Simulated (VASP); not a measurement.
# PbO2 (Fd-3m) in VASP: single point with PBE

Aim: the single point of PbO2 with PBE.

Program: VASP 6.6.1. These are calculated values, not measurements. Logs are shortened: lines on timing, memory, paths and dates and some standing lists are left out, and cuts for length are marked.

## (1) The cell of the first run

The structure is cubic, space group Fd-3m (No. 227). The conventional cell has a = 7.992 Å, b = 7.992 Å, c = 7.992 Å, α = 90.00°, β = 90.00°, γ = 90.00°. Within 2.3 Å of Pb (site symmetry -43m) lie 4 O at 1.73 Å. Within 2.3 Å of O (site symmetry -3m) lie 2 Pb at 1.73 Å.

## (2) Single point, PBE (Si replaced by Pb, lengths x 1.086, strained)

Contents of INCAR:

```
PREC = Accurate
ENCUT = 520
EDIFF = 1E-6
ISMEAR = 0
SIGMA = 0.02
LREAL = False
LASPH = True
NELM = 60
ALGO = Normal
ISIF = 2
LWAVE = False
LCHARG = False
GGA = PE
NBANDS = 35
```

Contents of KPOINTS:

```
regular mesh
0
Gamma
  6 6 6
```

Contents of POSCAR:

```
PbO2
1.0
    0.0000000000      3.9959444148      3.9959444148
    3.9959444148      0.0000000000      3.9959444148
    3.9959444148      3.9959444148      0.0000000000
Pb O
2 4
Direct
    0.5000000000      0.5000000000      0.5000000000
    0.7500000000      0.7500000000      0.7500000000
    0.6250000000      0.6250000000      0.6250000000
    0.1250000000      0.6250000000      0.6250000000
    0.6250000000      0.6250000000      0.1250000000
    0.6250000000      0.1250000000      0.6250000000
```

Potentials or basis: VASP PAW PBE potentials, release 64 (Pb_d, O).

The run is started by

```console
> cat potpaw_PBE.64/Pb_d/POTCAR potpaw_PBE.64/O/POTCAR > POTCAR
> mpirun -np 1 vasp_std > vasp.out
```

OUTCAR:

```text
PREC = Accurate
   ENCUT = 520
   EDIFF = 1E-6
   ISMEAR = 0
   LREAL = False
   LASPH = True
   NELM = 60
   ISIF = 2
   GGA = PE

 ion  position               nearest neighbor table
   1  0.500  0.500  0.500-   4 1.73   5 1.73   6 1.73   3 1.73   2 3.46   2 3.46   2 3.46   2 3.46

   2  0.750  0.750  0.750-   4 1.73   5 1.73   6 1.73   3 1.73   1 3.46   1 3.46   1 3.46   1 3.46

   3  0.625  0.625  0.625-   1 1.73   2 1.73
   4  0.125  0.625  0.625-   1 1.73   2 1.73
   5  0.625  0.625  0.125-   1 1.73   2 1.73
   6  0.625  0.125  0.625-   1 1.73   2 1.73

  LATTYP: Found a face centered cubic cell.
 ALAT       =     7.9918888296

  Lattice vectors:

 A1 = (   0.0000000000,   3.9959444148,   3.9959444148)
 A2 = (   3.9959444148,   0.0000000000,   3.9959444148)
 A3 = (   3.9959444148,   3.9959444148,   0.0000000000)

Analysis of symmetry for initial positions (statically):
=====================================================================
 Subroutine PRICEL returns:
 Original cell was already a primitive cell.

 Routine SETGRP: Setting up the symmetry group for a
 face centered cubic supercell.

 Subroutine GETGRP returns: Found 48 space group operations
 (whereof 24 operations were pure point group operations)
 out of a pool of 48 trial point group operations.

The static configuration has the point symmetry T_d .
 The point group associated with its full space group is O_h .

Analysis of symmetry for dynamics (positions and initial velocities):
=====================================================================
 Subroutine PRICEL returns:
 Original cell was already a primitive cell.

 Routine SETGRP: Setting up the symmetry group for a
 face centered cubic supercell.

 Subroutine GETGRP returns: Found 48 space group operations
 (whereof 24 operations were pure point group operations)
 out of a pool of 48 trial point group operations.

The dynamic configuration has the point symmetry T_d .
 The point group associated with its full space group is O_h .

 Subroutine INISYM returns: Found 48 space group operations
 (whereof 24 operations are pure point group operations),
 and found     1 'primitive' translations

----------------------------------------------------------------------------------------

                                     Primitive cell

  volume of cell :     127.6111

  direct lattice vectors                    reciprocal lattice vectors
     0.000000000  3.995944415  3.995944415    -0.125126866  0.125126866  0.125126866
     3.995944415  0.000000000  3.995944415     0.125126866 -0.125126866  0.125126866
     3.995944415  3.995944415  0.000000000     0.125126866  0.125126866 -0.125126866

  length of vectors
     5.651118786  5.651118786  5.651118786     0.216726089  0.216726089  0.216726089

  position of ions in fractional coordinates (direct lattice)
     0.500000000  0.500000000  0.500000000
     0.750000000  0.750000000  0.750000000
     0.625000000  0.625000000  0.625000000
     0.125000000  0.625000000  0.625000000
     0.625000000  0.625000000  0.125000000
     0.625000000  0.125000000  0.625000000

  ion indices of the primitive-cell ions
   primitive index   ion index
                 1           1
                 2           2
                 3           3
                 4           4
                 5           5
                 6           6

----------------------------------------------------------------------------------------

 KPOINTS: regular mesh

Automatic generation of k-mesh.
 Grid dimensions read from file:
 generate k-points for:    6    6    6

 Generating k-lattice:

  Cartesian coordinates                     Fractional coordinates (reciprocal lattice)
    -0.020854478  0.020854478  0.020854478     0.166666667  0.000000000  0.000000000
     0.020854478 -0.020854478  0.020854478     0.000000000  0.166666667  0.000000000
     0.020854478  0.020854478 -0.020854478     0.000000000  0.000000000  0.166666667

  Length of vectors
     0.036121015  0.036121015  0.036121015

  Shift w.r.t. Gamma in fractional coordinates (k-lattice)
     0.000000000  0.000000000  0.000000000

 Subroutine IBZKPT returns following result:
 ===========================================

 Found     16 irreducible k-points:

 Following reciprocal coordinates:
            Coordinates               Weight
  0.000000  0.000000  0.000000      1.000000
  0.166667  0.000000  0.000000      8.000000
  0.333333  0.000000  0.000000      8.000000
  0.500000  0.000000  0.000000      4.000000
  0.166667  0.166667  0.000000      6.000000
  0.333333  0.166667  0.000000     24.000000
[... 8 lines left out ...]
 -0.333333  0.333333  0.166667     24.000000
 -0.333333  0.500000  0.166667     12.000000
   k-points           NKPTS =     16   k-points in BZ     NKDIM =     16   number of bands    NBANDS=     35
   number of dos      NEDOS =    301   number of ions     NIONS =      6
   total plane-waves  NPLWV =  74088
   dimension x,y,z NGX =    42 NGY =   42 NGZ =   42
   dimension x,y,z NGXF=    84 NGYF=   84 NGZF=   84
   ions per type =               2   4
   NGX,Y,Z   is equivalent  to a cutoff of  12.36, 12.36, 12.36 a.u.
   NGXF,Y,Z  is equivalent  to a cutoff of  24.71, 24.71, 24.71 a.u.
 SYSTEM =  unknown system
   PREC   = accura    normal or accurate (medium, high low for compatibility)
   ISTART =      0    job   : 0-new  1-cont  2-samecut
   ICHARG =      2    charge: 1-file 2-atom 10-const
   ISPIN  =      1    spin polarized calculation?
   LNONCOLLINEAR =      F non collinear calculations
   LSORBIT =      F    spin-orbit coupling
   LASPH  =      T    aspherical Exc in radial PAW
   ENCUT  =  520.0 eV  38.22 Ry    6.18 a.u.  10.51 10.51 10.51*2*pi/ulx,y,z
   NELM   =     60;   NELMIN=  2; NELMDL= -5     # of ELM steps
   EDIFF  = 0.1E-05   stopping-criterion for ELM
   LREAL  =      F    real-space projection
[... 7 lines left out ...]
   TEBEG  =    0.0;   TEEND  =   0.0 temperature during run
   PSTRESS=    0.0 pullay stress
   NELECT =      52.0000    total number of electrons
   NUPDOWN=      -1.0000    fix difference up-down
   EMIN   =  10.00;   EMAX   =-10.00  energy-range for DOS
   EFERMI =   0.00;   METHOD = LEGACY
   ISMEAR =     0;   SIGMA  =   0.02  broadening in eV -4-tet -1-fermi 0-gaus
   EFERMI_NEDOS =   21; number of points for ismear=-14 and -15
   IALGO  =     38    algorithm
   IMIX   =      4    mixing-type and parameters
     AMIX     =   0.40;   BMIX     =  1.00
     AMIX_MAG =   1.60;   BMIX_MAG =  1.00
  volume/ion in A,a.u.               =      21.27       143.53
  Fermi-wavevector in a.u.,A,eV,Ry     =   1.213705  2.293570 20.042471  1.473080
  Thomas-Fermi vector in A             =   2.349149
   LORBIT       =      0    0 simple, 1 ext, 2 COOP (PROOUT), +10 PAW based schemes
   GGA     = PE    functional components
   LHFCALC =     F    Hartree Fock is set to
   AEXX    =    0.0000 exact exchange contribution
   IVDW    =     0    specifies the selected vdW correction
   LEPSILON=     F    determine dielectric tensor
   LRPA    =     F    only Hartree local field effects (RPA)
 non-spin polarized calculation
 Gauss-broadening in eV      SIGMA  =   0.02
  energy-cutoff  :      520.00
  volume of cell :      127.61
 maximum number of plane-waves:      3479
   NGX = 21   NGY = 21   NGZ = 21

 number of electron      51.9999996 magnetization

 Free energy of the ion-electron system (eV)
  ---------------------------------------------------
  ext. energy  EPLUGINS =         0.00000000
  ---------------------------------------------------
  free energy    TOTEN  =       -15.90998962 eV

  energy without entropy =      -15.90998962  energy(sigma->0) =      -15.90998962

 E-fermi :   1.4130     XC(G=0):  -7.5101

 val. band max:        1.2872168454   @ k =   0.0000   0.0000   0.0000
 cond. band min:       3.2122744587   @ k =   0.0000   0.0000   0.0000
 fundamental gap:      1.9250576133
 Fermi energy:         1.4130118044

 k-point     1 :       0.0000    0.0000    0.0000
  band No.  band energies     occupation
      1     -19.4533      2.00000
      2     -19.4533      2.00000
      3     -19.4533      2.00000
      4     -19.3835      2.00000
      5     -15.4736      2.00000
      6     -15.4736      2.00000
[... 27 lines left out ...]
     34      10.7804      0.00000
     35      10.7804      0.00000

 k-point     2 :       0.1667    0.0000    0.0000
  band No.  band energies     occupation
      1     -19.4540      2.00000
      2     -19.4540      2.00000
      3     -19.4510      2.00000
      4     -19.3873      2.00000
      5     -15.4644      2.00000
      6     -15.4644      2.00000
[... 27 lines left out ...]
     34      10.7692      0.00000
     35      10.8635      0.00000

 k-point     3 :       0.3333    0.0000    0.0000
  band No.  band energies     occupation
      1     -19.4554      2.00000
      2     -19.4554      2.00000
      3     -19.4457      2.00000
      4     -19.3956      2.00000
      5     -15.4461      2.00000
      6     -15.4461      2.00000
[... 27 lines left out ...]
     34      10.7383      0.00000
     35      11.4263      0.00000

 k-point     4 :       0.5000    0.0000    0.0000
  band No.  band energies     occupation
      1     -19.4562      2.00000
      2     -19.4562      2.00000
      3     -19.4424      2.00000
      4     -19.4005      2.00000
      5     -15.4371      2.00000
      6     -15.4371      2.00000
[... 27 lines left out ...]
     34      10.8084      0.00000
     35      11.9810      0.00000

 k-point     5 :       0.1667    0.1667    0.0000
  band No.  band energies     occupation
      1     -19.4547      2.00000
      2     -19.4547      2.00000
      3     -19.4492      2.00000
      4     -19.3887      2.00000
      5     -15.4539      2.00000
      6     -15.4539      2.00000
[... 334 lines left out ...]
 k-point    14 :       0.5000    0.3333    0.1667
  band No.  band energies     occupation
      1     -19.4585      2.00000
      2     -19.4572      2.00000
      3     -19.4361      2.00000
      4     -19.4044      2.00000
      5     -15.4224      2.00000
      6     -15.4073      2.00000
[... 27 lines left out ...]
     34      12.0524      0.00000
     35      12.3224      0.00000

 k-point    15 :      -0.3333    0.3333    0.1667
  band No.  band energies     occupation
      1     -19.4593      2.00000
      2     -19.4579      2.00000
      3     -19.4302      2.00000
      4     -19.4106      2.00000
      5     -15.4119      2.00000
      6     -15.3987      2.00000
[... 27 lines left out ...]
     34      12.1203      0.00000
     35      12.3781      0.00000

 k-point    16 :      -0.3333    0.5000    0.1667
  band No.  band energies     occupation
      1     -19.4592      2.00000
      2     -19.4592      2.00000
      3     -19.4203      2.00000
      4     -19.4203      2.00000
      5     -15.3956      2.00000
      6     -15.3956      2.00000
[... 27 lines left out ...]
     34      12.0203      0.00000
     35      12.9555      0.00000

------------------------ aborting loop because EDIFF is reached ----------------------------------------

  FORCE on cell =-STRESS in cart. coord.  units (eV):
  Direction    XX          YY          ZZ          XY          YZ          ZX
  --------------------------------------------------------------------------------------
  -------------------------------------------------------------------------------------
  Total       64.1357597     64.1357597     64.1357597      0.0000000     -0.0000000     -0.0000000
  in kB      805.2347618    805.2347618    805.2347618      0.0000000     -0.0000000     -0.0000000
  external PRESSURE =     805.2347618 kB  Pullay stress =       0.0000000 kB

 VOLUME and BASIS-vectors are now :
 -----------------------------------------------------------------------------
  energy-cutoff  :      520.00
  volume of cell :      127.61
      direct lattice vectors                 reciprocal lattice vectors
     0.000000000  3.995944415  3.995944415    -0.125126866  0.125126866  0.125126866
     3.995944415  0.000000000  3.995944415     0.125126866 -0.125126866  0.125126866
     3.995944415  3.995944415  0.000000000     0.125126866  0.125126866 -0.125126866

 POSITION                                       TOTAL-FORCE (eV/Angst)
 -----------------------------------------------------------------------------------
      3.99594      3.99594      3.99594        -0.000000     -0.000000     -0.000000
      5.99392      5.99392      5.99392         0.000000      0.000000      0.000000
      4.99493      4.99493      4.99493         0.000000     -0.000000     -0.000000
      4.99493      2.99696      2.99696         0.000000     -0.000000     -0.000000
      2.99696      2.99696      4.99493         0.000000     -0.000000     -0.000000
      2.99696      4.99493      2.99696         0.000000     -0.000000     -0.000000
 -----------------------------------------------------------------------------------
    total drift:                               -0.000000      0.000000      0.000000

  FREE ENERGIE OF THE ION-ELECTRON SYSTEM (eV)
  ---------------------------------------------------
  free  energy   TOTEN  =       -15.9099896168 eV

  energy  without entropy=      -15.9099896168  energy(sigma->0) =      -15.90998962
```

Wall time 2.3 min (1 thread of Intel Xeon 8259CL, shared host); peak memory 0.28 GiB.

Results:

```yaml
Free_energy: -15.9100 eV
Pressure: 80.5 GPa
Band_gap_on_the_k_mesh: 1.93 eV
```

Caveat: the cell differs from its parent crystal (Si replaced by Pb, lengths x 1.086, strained); the cell stands under pressure; spin-orbit coupling is left out, which moves the levels of the heavy elements.
